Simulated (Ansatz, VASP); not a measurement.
## NaAl: VASP beside Ansatz

```
Na Al
1.0
     3.51802    0.00000    0.00000
     0.00000    3.51802    0.00000
     0.00000    0.00000    3.51802
Na Al
1 1
Direct
  0.00000 0.00000 0.00000
  0.50000 0.50000 0.50000
```

Alike in both runs: functional LDA; k mesh 11 × 11 × 11; occupations fermi-dirac, width 0.05 eV; no spin polarisation.

Ansatz relaxed the structure, and its values are those at the end. VASP's run is a single point on that final structure, the one shown.

|  | VASP | Ansatz |
| --- | --- | --- |
| version | VASP 6.6.1 | Ansatz 0.2.0 |
| potentials or method | VASP PAW LDA potentials, release 64 (Na_pv, Al), cutoff 520 eV | all-electron LAPW, scalar-relativistic |

```csv
,VASP,Ansatz,Ansatz less VASP
pressure (GPa),0.0,0.0,-0.01
```

LDA's correlation is that of Perdew and Zunger in VASP and of Perdew and Wang (1992) in Ansatz. Ansatz ran all-electron here, and VASP with PAW potentials.
